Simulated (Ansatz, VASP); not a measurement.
**One calculation of Mo, two programs**

```
CELL_PARAMETERS angstrom
3.16000 0.00000 0.00000
0.00000 3.16000 0.00000
0.00000 0.00000 21.48000
ATOMIC_POSITIONS crystal
Mo 0.00000 0.00000 0.27933
Mo 0.50000 0.50000 0.35289
Mo 0.00000 0.00000 0.42644
Mo 0.50000 0.50000 0.50000
Mo 0.00000 0.00000 0.57356
Mo 0.50000 0.50000 0.64711
Mo 0.00000 0.00000 0.72067
```

Alike in both runs: task single point; functional PBE; k mesh 16 × 16 × 1; occupations methfessel-paxton of order 1, width 0.1 eV; no spin polarisation.

```csv
,VASP,Ansatz
version,VASP 6.6.1,Ansatz 0.2.0
potentials or method,"VASP PAW PBE potentials, release 64 (Mo_sv)","scalar-relativistic, plane waves, PAW"
plane-wave cutoff (eV),520,420
valence electrons in the cell,98,98
```

```tsv
	VASP	Ansatz	Ansatz less VASP
gap on the k mesh at the Fermi level (eV)	none	none	-
rms of the force components (eV/Å)	0.609	0.613	+0.0042
```

Atom by atom the forces differ by 0.008 eV/Å (rms over components). A gap of «none» marks a metal or a gap that the smearing closes. With one functional, cell and mesh, what is left measures potentials, basis and numerics. Ansatz's warnings: xc potential rough in thin density.
